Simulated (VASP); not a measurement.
# HfB (Fm-3m) in VASP: settings compared

Aim: see how the results for HfB move with the level of theory and the settings. Levels: PBE-based screened hybrid with 25 % exact exchange, PBEsol-based screened hybrid with 25 % exact exchange, r2SCANh, r2SCAN50. Tasks: single point.

All numbers are computed with VASP 6.6.1; they aren't measurements. Logs are shortened: lines on timing, memory, paths and dates and some standing lists are left out, and cuts for length are marked.

**1. The cell of the first run**

The structure is cubic, space group Fm-3m (No. 225). Conventional cell: a = 4.620 Å, b = 4.620 Å, c = 4.620 Å, α = 90.00°, β = 90.00°, γ = 90.00°. Within 3.1 Å of Hf (site symmetry m-3m) lie 6 B at 2.31 Å. B (site symmetry m-3m) has 6 Hf at 2.31 Å within 3.1 Å.

**2. Single point, PBE-based screened hybrid with 25 % exact exchange**

POSCAR

```
HfB
1.0
    0.0000000000      2.3100000000      2.3100000000
    2.3100000000      0.0000000000      2.3100000000
    2.3100000000      2.3100000000      0.0000000000
Hf B
1 1
Direct
    0.5000000000      0.5000000000      0.5000000000
    0.0000000000      0.0000000000      0.0000000000
```

INCAR.step1

```
SYSTEM = HfB
ALGO     = Normal         ! electronic algorithm
EDIFF    = 1E-5           ! SCF threshold, eV
ENCUT    = 520            ! plane-wave cutoff, eV
GGA      = PE             ! functional
ISIF     = 2              ! what is computed and relaxed
ISMEAR   = -1             ! smearing method
LASPH    = .TRUE.         ! aspherical terms in the spheres
LREAL    = .FALSE.        ! projectors in reciprocal space
LWAVE    = .TRUE.         ! write WAVECAR
NBANDS   = 14             ! bands
NELM     = 100            ! most SCF steps
PREC     = Accurate       ! precision mode
SIGMA    = 0.05           ! smearing width, eV
```

INCAR.step2

```
SYSTEM = HfB
AEXX     = 0.25           ! exact-exchange fraction
ALGO     = Normal         ! electronic algorithm
EDIFF    = 1E-6           ! SCF threshold, eV
ENCUT    = 520            ! plane-wave cutoff, eV
GGA      = PE             ! functional
HFSCREEN = 0.3            ! screening, 1/A
ISIF     = 2              ! what is computed and relaxed
ISMEAR   = -1             ! smearing method
ISTART   = 1            
LASPH    = .TRUE.         ! aspherical terms in the spheres
LCHARG   = .TRUE.         ! write CHGCAR
LELF     = .TRUE.         ! ELF
LHFCALC  = .TRUE.         ! exact exchange
LREAL    = .FALSE.        ! projectors in reciprocal space
LVHAR    = .TRUE.       
LWAVE    = .FALSE.        ! write WAVECAR
NBANDS   = 14             ! bands
NELM     = 100            ! most SCF steps
PREC     = Accurate       ! precision mode
PRECFOCK = Normal       
SIGMA    = 0.05           ! smearing width, eV
```

KPOINTS

```
k-points
0
G
  5 5 5
  0 0 0
```

Potentials or basis: VASP PAW PBE potentials, release 64 (Hf_pv, B).

Started as:

```bash
cat potpaw_PBE.64/Hf_pv/POTCAR potpaw_PBE.64/B/POTCAR > POTCAR
cp INCAR.step1 INCAR
mpirun -np 1 vasp_std > vasp.out
cp INCAR.step2 INCAR
mpirun -np 1 vasp_std > vasp.out
```

OUTCAR:

```text
SYSTEM = HfB
   AEXX = 0.25
   EDIFF = 1E-6
   ENCUT = 520
   GGA = PE
   HFSCREEN = 0.3
   ISIF = 2
   ISMEAR = -1
   ISTART = 1
   LASPH = .TRUE.
   LHFCALC = .TRUE.
   LREAL = .FALSE.
   NELM = 100
   PREC = Accurate
   PRECFOCK = Normal

 ion  position               nearest neighbor table
   1  0.500  0.500  0.500-   2 2.31   2 2.31   2 2.31   2 2.31   2 2.31   2 2.31
   2  0.000  0.000  0.000-   1 2.31   1 2.31   1 2.31   1 2.31   1 2.31   1 2.31

  LATTYP: Found a face centered cubic cell.
 ALAT       =     4.6200000000

  Lattice vectors:

 A1 = (   0.0000000000,   2.3100000000,   2.3100000000)
 A2 = (   2.3100000000,   0.0000000000,   2.3100000000)
 A3 = (   2.3100000000,   2.3100000000,   0.0000000000)

Analysis of symmetry for initial positions (statically):
=====================================================================
 Subroutine PRICEL returns:
 Original cell was already a primitive cell.

 Routine SETGRP: Setting up the symmetry group for a
 face centered cubic supercell.

 Subroutine GETGRP returns: Found 48 space group operations
 (whereof 48 operations were pure point group operations)
 out of a pool of 48 trial point group operations.

The static configuration has the point symmetry O_h .

Analysis of symmetry for dynamics (positions and initial velocities):
=====================================================================
 Subroutine PRICEL returns:
 Original cell was already a primitive cell.

 Routine SETGRP: Setting up the symmetry group for a
 face centered cubic supercell.

 Subroutine GETGRP returns: Found 48 space group operations
 (whereof 48 operations were pure point group operations)
 out of a pool of 48 trial point group operations.

The dynamic configuration has the point symmetry O_h .

 Subroutine INISYM returns: Found 48 space group operations
 (whereof 48 operations are pure point group operations),
 and found     1 'primitive' translations

----------------------------------------------------------------------------------------

                                     Primitive cell

  volume of cell :      24.6528

  direct lattice vectors                    reciprocal lattice vectors
     0.000000000  2.310000000  2.310000000    -0.216450216  0.216450216  0.216450216
     2.310000000  0.000000000  2.310000000     0.216450216 -0.216450216  0.216450216
     2.310000000  2.310000000  0.000000000     0.216450216  0.216450216 -0.216450216

  length of vectors
     3.266833329  3.266833329  3.266833329     0.374902772  0.374902772  0.374902772

  position of ions in fractional coordinates (direct lattice)
     0.500000000  0.500000000  0.500000000
     0.000000000  0.000000000  0.000000000

  ion indices of the primitive-cell ions
   primitive index   ion index
                 1           1
                 2           2

----------------------------------------------------------------------------------------

 KPOINTS: k-points

Automatic generation of k-mesh.
 Grid dimensions read from file:
 generate k-points for:    5    5    5

 Generating k-lattice:

  Cartesian coordinates                     Fractional coordinates (reciprocal lattice)
    -0.043290043  0.043290043  0.043290043     0.200000000  0.000000000  0.000000000
     0.043290043 -0.043290043  0.043290043     0.000000000  0.200000000  0.000000000
     0.043290043  0.043290043 -0.043290043     0.000000000  0.000000000  0.200000000

  Length of vectors
     0.074980554  0.074980554  0.074980554

  Shift w.r.t. Gamma in fractional coordinates (k-lattice)
     0.000000000  0.000000000  0.000000000

 Subroutine IBZKPT returns following result:
 ===========================================

 Found     10 irreducible k-points:

 Following reciprocal coordinates:
            Coordinates               Weight
  0.000000  0.000000  0.000000      1.000000
  0.200000  0.000000  0.000000      8.000000
  0.400000  0.000000  0.000000      8.000000
  0.200000  0.200000  0.000000      6.000000
  0.400000  0.200000  0.000000     24.000000
 -0.400000  0.200000  0.000000     24.000000
 -0.200000  0.200000  0.000000     12.000000
  0.400000  0.400000  0.000000      6.000000
 -0.400000  0.400000  0.000000     12.000000
 -0.400000  0.400000  0.200000     24.000000
   k-points           NKPTS =     10   k-points in BZ     NKDIM =    125   number of bands    NBANDS=     14
   number of dos      NEDOS =    301   number of ions     NIONS =      2
   total plane-waves  NPLWV =  13824
   dimension x,y,z NGX =    24 NGY =   24 NGZ =   24
   dimension x,y,z NGXF=    48 NGYF=   48 NGZF=   48
   ions per type =               1   1
   NGX,Y,Z   is equivalent  to a cutoff of  12.21, 12.21, 12.21 a.u.
   NGXF,Y,Z  is equivalent  to a cutoff of  24.43, 24.43, 24.43 a.u.
 SYSTEM =  HfB
   PREC   = accura    normal or accurate (medium, high low for compatibility)
   ISTART =      1    job   : 0-new  1-cont  2-samecut
   ICHARG =      0    charge: 1-file 2-atom 10-const
   ISPIN  =      1    spin polarized calculation?
   LNONCOLLINEAR =      F non collinear calculations
   LSORBIT =      F    spin-orbit coupling
   LASPH  =      T    aspherical Exc in radial PAW
   ENCUT  =  520.0 eV  38.22 Ry    6.18 a.u.   6.07  6.07  6.07*2*pi/ulx,y,z
   NELM   =    100;   NELMIN=  2; NELMDL=  0     # of ELM steps
   EDIFF  = 0.1E-05   stopping-criterion for ELM
   LREAL  =      F    real-space projection
   EDIFFG = 0.1E-04   stopping-criterion for IOM
   NSW    =      0    number of steps for IOM
   IBRION =     -1    ionic relax: 0-MD 1-quasi-New 2-CG
   NFREE  =      0    steps in history (QN), initial steepest desc. (CG)
   ISIF   =      2    stress and relaxation
   ISYM   =      3    0-nonsym 1-usesym 2-fastsym
   POTIM  = 0.5000    time-step for ionic-motion
   TEBEG  =    0.0;   TEEND  =   0.0 temperature during run
   PSTRESS=    0.0 pullay stress
   NELECT =      13.0000    total number of electrons
   NUPDOWN=      -1.0000    fix difference up-down
   EMIN   =  10.00;   EMAX   =-10.00  energy-range for DOS
   EFERMI =   0.00;   METHOD = LEGACY
   ISMEAR =    -1;   SIGMA  =   0.05  broadening in eV -4-tet -1-fermi 0-gaus
   EFERMI_NEDOS =   21; number of points for ismear=-14 and -15
   IALGO  =     38    algorithm
   IMIX   =      1    mixing-type and parameters
     AMIX     =   0.40;   BMIX     =  1.00
     AMIX_MAG =   1.60;   BMIX_MAG =  1.00
  volume/ion in A,a.u.               =      12.33        83.18
  Fermi-wavevector in a.u.,A,eV,Ry     =   1.322617  2.499383 23.800871  1.749315
  Thomas-Fermi vector in A             =   2.452285
   LORBIT       =      0    0 simple, 1 ext, 2 COOP (PROOUT), +10 PAW based schemes
   GGA     = PE    functional components
   LHFCALC =     T    Hartree Fock is set to
   PRECFOCK=normal    Normal, Fast or Accurate (Low or Medium for compatibility)
   ENCUT4O =  -1.0   cutoff for four orbital integrals eV
   NKREDX  =     1    reduce k-point grid by
   NKREDY  =     1    reduce k-point grid by
   NKREDZ  =     1    reduce k-point grid by
   AEXX    =    0.2500 exact exchange contribution
   HFSCREEN=    0.3000 screening length (either q_TF or 0.3 A-1)
   HFSCREENC=   0.3000 screening length for correlation (either q_TF or 0.3 A-1)
   ENCUTFOCK=  -1.0 apply spherical cutoff to Coloumb kernel
   IVDW    =     0    specifies the selected vdW correction
   LEPSILON=     F    determine dielectric tensor
   LRPA    =     F    only Hartree local field effects (RPA)
 non-spin polarized calculation
  energy-cutoff  :      520.00
  volume of cell :       24.65
 maximum number of plane-waves:       678
  NGX = 20; NGY = 20; NGZ = 20

 number of electron      13.0000002 magnetization

 Free energy of the ion-electron system (eV)
  ---------------------------------------------------
  ext. energy  EPLUGINS =         0.00000000
  ---------------------------------------------------
  free energy    TOTEN  =       -18.83252441 eV

  energy without entropy =      -18.81931454  energy(sigma->0) =      -18.82591948

 E-fermi :   5.2037     XC(G=0): -10.2246

 val. band max:        4.7214986460   @ k =   0.2000   0.0000   0.0000
 cond. band min:       5.2163369904   @ k =   0.4000   0.2000   0.0000
 fundamental gap:      0.4948383445
 Fermi energy:         5.2037176981

 k-point     1 :       0.0000    0.0000    0.0000
  band No.  band energies     occupation
      1     -25.3579      2.00000
      2     -25.3579      2.00000
      3     -25.3579      2.00000
      4      -5.8999      2.00000
      5       7.5903      0.00000
      6       7.5903      0.00000
      7       7.5903      0.00000
      8       9.3691      0.00000
      9       9.3691      0.00000
     10       9.3691      0.00000
     11       9.6147      0.00000
     12       9.6147      0.00000
     13      17.2946      0.00000
     14      18.9417      0.00000

 k-point     2 :       0.2000    0.0000    0.0000
  band No.  band energies     occupation
      1     -25.6575      2.00000
      2     -25.3841      2.00000
      3     -25.3841      2.00000
      4      -4.6881      2.00000
      5       4.7215      1.99987
      6       5.5930      0.00083
      7       5.5930      0.00083
      8       8.9785      0.00000
      9       8.9785      0.00000
     10      10.4284      0.00000
     11      14.3563      0.00000
     12      14.3563      0.00000
     13      19.6719      0.00000
     14      20.1952      0.00000
[... 105 lines left out ...]
      1     -26.0229      2.00000
      2     -25.7703      2.00000
      3     -25.5921      2.00000
      4      -2.1152      2.00000
      5       2.9962      2.00000
      6       3.4654      2.00000
      7       5.7565      0.00003
      8       7.9786      0.00000
      9      12.9805      0.00000
     10      13.8487      0.00000
     11      14.6481      0.00000
     12      15.8084      0.00000
     13      20.6300      0.00000
     14      21.4310      0.00000

 k-point    10 :      -0.4000    0.4000    0.2000
  band No.  band energies     occupation
      1     -25.9662      2.00000
      2     -25.7724      2.00000
      3     -25.5816      2.00000
      4      -1.5980      2.00000
      5       2.1872      2.00000
      6       3.4232      2.00000
      7       4.3999      2.00000
      8       9.9362      0.00000
      9      11.9301      0.00000
     10      13.8433      0.00000
     11      14.2164      0.00000
     12      17.8150      0.00000
     13      20.4825      0.00000
     14      21.4290      0.00000

------------------------ aborting loop because EDIFF is reached ----------------------------------------

  FORCE on cell =-STRESS in cart. coord.  units (eV):
  Direction    XX          YY          ZZ          XY          YZ          ZX
  --------------------------------------------------------------------------------------
  -------------------------------------------------------------------------------------
  Total        4.4968524      4.4968524      4.4968524      0.0000000      0.0000000     -0.0000000
  in kB      292.2491683    292.2491683    292.2491683      0.0000000      0.0000000     -0.0000000
  external PRESSURE =     292.2491683 kB  Pullay stress =       0.0000000 kB

 VOLUME and BASIS-vectors are now :
 -----------------------------------------------------------------------------
  energy-cutoff  :      520.00
  volume of cell :       24.65
      direct lattice vectors                 reciprocal lattice vectors
     0.000000000  2.310000000  2.310000000    -0.216450216  0.216450216  0.216450216
     2.310000000  0.000000000  2.310000000     0.216450216 -0.216450216  0.216450216
     2.310000000  2.310000000  0.000000000     0.216450216  0.216450216 -0.216450216

 POSITION                                       TOTAL-FORCE (eV/Angst)
 -----------------------------------------------------------------------------------
      2.31000      2.31000      2.31000         0.000000      0.000000      0.000000
      0.00000      0.00000      0.00000        -0.000000     -0.000000     -0.000000
 -----------------------------------------------------------------------------------
    total drift:                               -0.000000     -0.000002      0.000001

  FREE ENERGIE OF THE ION-ELECTRON SYSTEM (eV)
  ---------------------------------------------------
  free  energy   TOTEN  =       -18.8325244135 eV

  energy  without entropy=      -18.8193145433  energy(sigma->0) =      -18.82591948
```

It took 5.1 min on 1 thread of Intel Xeon Platinum 8559C (Emerald Rapids), shared host; peak memory 0.25 GiB.

Results:

| Item | Value |
| --- | --- |
| Free energy | -18.8325 eV |
| Pressure | 29.2 GPa |
| Band gap on the k mesh | zero (an odd number of electrons rules out a gap without spin polarisation) |

Levels at points of the mesh, in eV from the Fermi level:
| k point | band 4 | band 5 | band 6 | band 7 | band 8 | band 9 |
| --- | --- | --- | --- | --- | --- | --- |
| (0.00, 0.00, 0.00) | -11.10 | 2.39 | 2.39 | 2.39 | 4.17 | 4.17 |

Caveat: the k points lie up to 0.47 Å⁻¹ apart, too coarse for converged energies and pressures of a metal; the PAW data sets were made with another functional, which shifts forces and pressure a little; spin-orbit coupling is left out, which moves the levels of the heavy elements.

**3. Single point, PBEsol-based screened hybrid with 25 % exact exchange**

POSCAR is that of step 2.

INCAR.step1

```
SYSTEM = HfB
ALGO = Normal
EDIFF = 1E-5
ENCUT = 520
GGA = PE
ISIF = 2
ISMEAR = -1
LASPH = .TRUE.
LCHARG = .FALSE.
LREAL = .FALSE.
LWAVE = .TRUE.
NBANDS = 14
NELM = 60
PREC = Accurate
SIGMA = 0.05
```

INCAR.step2

```
SYSTEM = HfB
AEXX = 0.25
ALGO = Normal
EDIFF = 1E-6
ENCUT = 520
GGA = PS
HFSCREEN = 0.207
ISIF = 2
ISMEAR = -1
ISTART = 1
LASPH = .TRUE.
LCHARG = .FALSE.
LHFCALC = .TRUE.
LREAL = .FALSE.
LWAVE = .FALSE.
NBANDS = 14
NELM = 60
PREC = Accurate
PRECFOCK = Normal
SIGMA = 0.05
```

KPOINTS is that of step 2.

Potentials or basis: VASP PAW PBE potentials, release 64 (Hf_pv, B).

Started as:

```bash
cat potpaw_PBE.64/Hf_pv/POTCAR potpaw_PBE.64/B/POTCAR > POTCAR
cp INCAR.step1 INCAR
mpirun -np 1 vasp_std > vasp.out
cp INCAR.step2 INCAR
mpirun -np 1 vasp_std > vasp.out
```

Wall time 4.1 min (1 thread of Intel Xeon Platinum 8559C (Emerald Rapids), shared host); peak memory 0.25 GiB.

It converged, with:

| Property | Result |
| --- | --- |
| Free energy | -19.9977 eV |
| Pressure | 24.7 GPa |
| Band gap on the k mesh | zero (an odd number of electrons rules out a gap without spin polarisation) |

Levels at points of the mesh, in eV from the Fermi level:
```csv
k point,band 3,band 4,band 5,band 6,band 7,band 8,band 9,band 10
"(0.00, 0.00, 0.00)",-30.69,-11.27,2.47,2.47,2.47,4.32,4.32,4.32
```

Caveat: the k points lie up to 0.47 Å⁻¹ apart, too coarse for converged energies and pressures of a metal; the PAW data sets were made with another functional, which shifts forces and pressure a little; spin-orbit coupling is left out, which moves the levels of the heavy elements.

**4. Single point, r2SCANh**

POSCAR is that of step 3.

INCAR.step1

```
PREC = Accurate ; ENCUT = 520
EDIFF = 1E-5 ; ISMEAR = -1
SIGMA = 0.05 ; LREAL = False
LASPH = True ; NELM = 60
ALGO = Normal ; ISIF = 2
LWAVE = True ; NBANDS = 14
GGA = PE
```

INCAR.step2

```
PREC = Accurate ; ENCUT = 520
EDIFF = 1E-6 ; ISMEAR = -1
SIGMA = 0.05 ; LREAL = False
LASPH = True ; NELM = 60
ALGO = Normal ; ISIF = 2
LWAVE = False ; LCHARG = True
METAGGA = R2SCAN ; LHFCALC = True
AEXX = 0.1 ; LMIXTAU = True
PRECFOCK = Normal ; LELF = True
LVHAR = True ; NBANDS = 14
ISTART = 1
```

KPOINTS

```
Automatic mesh
0
Gamma
  5 5 5
```

Started as:

```bash
cat potpaw_PBE.64/Hf_pv/POTCAR potpaw_PBE.64/B/POTCAR > POTCAR
cp INCAR.step1 INCAR
mpirun -np 1 vasp_std > vasp.out
cp INCAR.step2 INCAR
mpirun -np 1 vasp_std > vasp.out
```

Wall time 6.4 min (1 thread of Intel Xeon Platinum 8559C (Emerald Rapids), shared host); peak memory 0.16 GiB.

The run converged. Its results:

```
Free energy            : -51.1462 eV
Pressure               : 29.5 GPa
Band gap on the k mesh : zero (an odd number of electrons rules out a gap without spin polarisation)
```

Levels at points of the mesh, in eV from the Fermi level:
```csv
k point,band 3,band 4,band 5,band 6,band 7,band 8,band 9,band 10
"(0.00, 0.00, 0.00)",-30.55,-11.10,2.55,2.55,2.55,4.28,4.28,4.28
```

Caveat: the k points lie up to 0.47 Å⁻¹ apart, too coarse for converged energies and pressures of a metal; the PAW data sets were made with another functional, which shifts forces and pressure a little; spin-orbit coupling is left out, which moves the levels of the heavy elements.

**5. Single point, r2SCAN50**

POSCAR is that of step 4.

INCAR.step1

```
SYSTEM = HfB
  PREC = Accurate
  ENCUT = 520
  EDIFF = 1E-5
  ISMEAR = -1
  SIGMA = 0.05
  LREAL = .False.
  LASPH = .True.
  NELM = 60
  ALGO = Normal
  ISIF = 2
  LWAVE = .True.
  LCHARG = .False.
  NBANDS = 14
  GGA = PE
```

INCAR.step2

```
SYSTEM = HfB
  PREC = Accurate
  ENCUT = 520
  EDIFF = 1E-7
  ISMEAR = -1
  SIGMA = 0.05
  LREAL = .False.
  LASPH = .True.
  NELM = 60
  ALGO = Normal
  ISIF = 2
  LWAVE = .False.
  LCHARG = .False.
  METAGGA = R2SCAN
  LHFCALC = .True.
  AEXX = 0.5
  LMIXTAU = .True.
  PRECFOCK = Normal
  NBANDS = 14
  ISTART = 1
```

KPOINTS

```
regular mesh
0
Gamma
  5 5 5
  0 0 0
```

Started as:

```bash
cat potpaw_PBE.64/Hf_pv/POTCAR potpaw_PBE.64/B/POTCAR > POTCAR
cp INCAR.step1 INCAR
mpirun -np 1 vasp_std > vasp.out
cp INCAR.step2 INCAR
mpirun -np 1 vasp_std > vasp.out
```

Run time: 9.7 min. Hardware: 1 thread of Intel Xeon Platinum 8559C (Emerald Rapids), shared host; peak memory 0.15 GiB.

It converged, with:

```
Free energy            : -43.0819 eV
Pressure               : 25.7 GPa
Band gap on the k mesh : zero (an odd number of electrons rules out a gap without spin polarisation)
```

Levels at points of the mesh, in eV from the Fermi level:
```
           k point  band 3  band 4  band 5  band 6  band 7  band 8  band 9  band 10
(0.00, 0.00, 0.00)  -34.19  -13.85    3.85    3.85    3.85    5.62    5.62     5.62
```

Caveat: the k points lie up to 0.47 Å⁻¹ apart, too coarse for converged energies and pressures of a metal; the PAW data sets were made with another functional, which shifts forces and pressure a little; spin-orbit coupling is left out, which moves the levels of the heavy elements.

**6. Summary**

| level | share of exact exchange | screening parameter | gap on the mesh (eV) | pressure (GPa) |
| --- | --- | --- | --- | --- |
| PBE-based screened hybrid with 25 % exact exchange | 0.25 | 0.3 1/Å | none | 29.2 |
| PBEsol-based screened hybrid with 25 % exact exchange | 0.25 | 0.207 1/Å | none | 24.7 |
| r2SCANh | 0.1 | - | none | 29.5 |
| r2SCAN50 | 0.5 | - | none | 25.7 |

Alike in all rows: task single point; potentials or basis VASP PAW PBE potentials, release 64 (Hf_pv, B); no spin polarisation; cell as given; k mesh 5 × 5 × 5; cutoff (eV) 520; smearing fermi-dirac 0.05 eV.

Caveats: all runs use coarse meshes; the PAW data sets were made with another functional, which shifts forces and pressure a little; spin-orbit coupling is left out, which moves the levels of the heavy elements.

Absolute energies hang on the potentials; compare differences alone.

The gap in the log of VASP goes by the Fermi energy; the results here count the filled bands.